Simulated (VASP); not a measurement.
A run of VASP 6.6.1:

File POSCAR:

```
BP
1.0
    0.0000000000      2.2529598600      2.2529598600
    2.2529598600      0.0000000000      2.2529598600
    2.2529598600      2.2529598600      0.0000000000
B P
1 1
Direct
    0.0000000000      0.0000000000      0.0000000000
    0.2500000000      0.2500000000      0.2500000000
```

File INCAR.step1:

```
  PREC = Accurate
  ENCUT = 520
  ISMEAR = -1
  SIGMA = 0.02
  LREAL = F
  LASPH = T
  NELM = 60
  GGA = PE
  ALGO = Normal
  EDIFF = 1E-4
  LWAVE = T
  LCHARG = F
```

File INCAR.step2:

```
  PREC = Accurate
  ENCUT = 520
  EDIFF = 1E-7
  ISMEAR = -1
  SIGMA = 0.02
  LREAL = F
  LASPH = T
  NELM = 60
  ALGO = Normal
  ISIF = 2
  LWAVE = F
  LCHARG = F
  METAGGA = R2SCAN
  LMIXTAU = T
  IBRION = 2
  NSW = 50
  EDIFFG = -0.01
  ISTART = 1
```

Contents of KPOINTS:

```
regular mesh
0
Gamma
  10 10 10
```

Potentials or basis: VASP PAW PBE potentials, release 64 (B, P).

Launch:

```bash
$ cat potpaw_PBE.64/B/POTCAR potpaw_PBE.64/P/POTCAR > POTCAR
$ cp INCAR.step1 INCAR
$ mpirun -np 1 vasp_std > vasp.out
$ cp INCAR.step2 INCAR
$ mpirun -np 1 vasp_std > vasp.out
```

Hardware: 1 thread of Intel(R) Xeon(R) 6975P-C (Granite Rapids) (shared host).

**Question.** How long does it take, and how much memory?

**Answer.** Run time: 12 s on 1 thread of Intel(R) Xeon(R) 6975P-C (Granite Rapids), with other jobs on the host, peak memory 0.14 GiB. Counts: k points 47, ion steps 1.
